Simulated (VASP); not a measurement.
# Mg: relaxation of cell and atoms with PBEsol

Mg:

```xyz
2
Lattice="2.6932 0.0000 0.0000 -1.3466 2.3323 0.0000 0.0000 0.0000 4.3286" Properties=species:S:1:pos:R:3 pbc="T T T"
Mg    0.0000    1.5549    1.0822
Mg    1.3466    0.7774    3.2465
```

```json
{
  "Program": "VASP 6.6.1",
  "Task": "relaxation of cell and atoms",
  "Functional": "PBEsol",
  "Potentials or basis": "VASP PAW PBE potentials, release 64 (Mg)",
  "Cutoff": "600 eV",
  "k mesh": "18 × 18 × 10",
  "Occupations": "gaussian, width 0.1 eV",
  "Spin": "no spin polarisation",
  "Target pressure": "50 GPa",
  "Dipole correction": "no",
  "Further INCAR settings": "ALGO = Normal; EDIFF = 1e-07; IBRION = 2; EDIFFG = -0.002; NSW = 100; ISIF = 3"
}
```

- Relaxed volume: 13.67 Å³/atom
- Relaxed cell: a = 2.693 Å, b = 2.693 Å, c = 4.351 Å, α = 90.00°, β = 90.00°, γ = 120.00°
- Space group after relaxing (to 0.1 Å): P6_3/mmc (No. 194)
- Energy change on relaxing (the run minimises the enthalpy): -23.3 meV/atom
- Ionic steps: 5
- Pressure after relaxing: 50.0 GPa
- Band gap on the k mesh: zero (bands 2 and 3 overlap by 2.14 eV)

Step by step:
| step | energy change (eV) | largest force (eV/Å) | pressure (GPa) | volume (Å³) |
| --- | --- | --- | --- | --- |
| 1 | 0.0000 | 0.0000 | 51.09 | 27.19 |
| 2 | -0.1137 | 0.0000 | 48.46 | 27.55 |
| 3 | -0.0532 | 0.0000 | 49.86 | 27.36 |
| 4 | -0.0476 | 0.0000 | 49.99 | 27.34 |
| 5 | -0.0467 | 0.0000 | 50.01 | 27.34 |

Final structure:
```
Mg
1.0
     2.69336    0.00000    0.00000
    -1.34668    2.33252    0.00000
     0.00000    0.00000    4.35134
Mg
2
Direct
  0.33333 0.66667 0.25000
  0.66667 0.33333 0.75000
```

Levels at points of the mesh, in eV from the Fermi level:
| k point | band 1 | band 2 | band 3 | band 4 | band 5 | band 6 |
| --- | --- | --- | --- | --- | --- | --- |
| (0.00, 0.00, 0.00) | -9.47 | -2.51 | -1.20 | 14.13 | 14.13 | 15.20 |
| (0.50, 0.00, 0.00) | -3.14 | -2.64 | 3.10 | 3.64 | 4.78 | 5.14 |
| (0.00, 0.00, 0.50) | -7.50 | -7.50 | 6.83 | 6.83 | 14.94 | 14.94 |
| (0.50, 0.00, 0.50) | -1.68 | -1.68 | -0.36 | -0.36 | 9.83 | 9.83 |

Run time: 110 s on 1 thread of AMD EPYC 7R13, on a shared host, peak memory 0.16 GiB.

Caveat: the cell is relaxed towards a set pressure, so the run minimises the enthalpy, not the energy; the PAW data sets were made with another functional, which shifts forces and pressure a little. Zero-point motion and thermal expansion aren't in these numbers.
